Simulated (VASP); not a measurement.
A run of VASP 6.6.1 is set up as follows.

File INCAR:

```
SYSTEM = HfN
PREC = Accurate
ENCUT = 520
EDIFF = 1E-6
ISMEAR = 0
SIGMA = 0.15
LREAL = .FALSE.
LASPH = .TRUE.
NELM = 80
ALGO = Normal
ISIF = 2
LWAVE = .FALSE.
LCHARG = .FALSE.
GGA = PE
NBANDS = 14
```

File KPOINTS:

```
Automatic mesh
0
G
  18 18 18
  0 0 0
```

File POSCAR:

```
HfN
1.0
    0.0000000000      2.3013562500      2.3013562500
    2.2590000000      0.0423562500      2.2590000000
    2.2590000000      2.2590000000      0.0423562500
Hf N
1 1
Direct
    0.0000000000      0.0000000000      0.0000000000
    0.5000000000      0.5000000000      0.5000000000
```

Potentials or basis: VASP PAW PBE potentials, release 64 (Hf_pv, N).

The run is started by

```bash
$ cat potpaw_PBE.64/Hf_pv/POTCAR potpaw_PBE.64/N/POTCAR > POTCAR
$ mpirun -np 1 vasp_std > vasp.out
```

Q: Predict the pressure.

A: 3.2 GPa.

Q: Estimate the band gap on the k mesh.

A: Zero (an odd number of electrons rules out a gap without spin polarisation).

Stress tensor (GPa, compression positive):
```
 3.01  0.00  0.00
 0.00  3.24 -4.56
 0.00 -4.56  3.24
```

Caveat: the cell differs from its parent crystal (strain +0.0375 x Voigt [0, 0, 0, 1, 0, 0]); the cell stands under pressure; spin-orbit coupling is left out, which moves the levels of the heavy elements.
